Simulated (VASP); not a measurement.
Ta2O5, 7 atoms in the cell. The structure is tetragonal, space group I-42m (No. 121). The conventional cell has a = 5.031 Å, b = 5.031 Å, c = 9.577 Å, α = 90.00°, β = 90.00°, γ = 90.00°. Within 2.5 Å of Ta (site symmetry 2mm) lie 5 O at 1.88 to 1.96 Å. Within 2.5 Å of O (site symmetry -42m) lie 2 Ta at 1.88 Å. O (site symmetry m) has 2 Ta at 1.88 to 1.96 Å within 2.5 Å.  This cell differs from its parent crystal: atoms displaced along a vibrational mode, the cell strained.

```yaml
Program: VASP 6.6.1
Task: single point
Functional: PBEsol
Potentials_or_basis: VASP PAW PBE potentials, release 64 (Ta_pv, O)
Cutoff: 520 eV
k_mesh: 8 × 8 × 8
Occupations: gaussian, width 0.05 eV
Spin: no spin polarisation
Dipole_correction: no
Further_INCAR_settings: ALGO = Normal; EDIFF = 1e-06; NBANDS = 35
```

Potentials or basis: VASP PAW PBE potentials, release 64 (Ta_pv, O).

The run is started by

```bash
$ cat potpaw_PBE.64/Ta_pv/POTCAR potpaw_PBE.64/O/POTCAR > POTCAR
$ mpirun -np 1 vasp_std > vasp.out
```

Hardware: 1 thread of Intel(R) Xeon(R) 6975P-C (Granite Rapids) (shared host).

Task: Estimate the wall time of this run.

Result: Run time: 3.1 min on 1 thread of Intel(R) Xeon(R) 6975P-C (Granite Rapids), on a shared host, peak memory 0.44 GiB. Counts: scf iterations 16, k points 59.
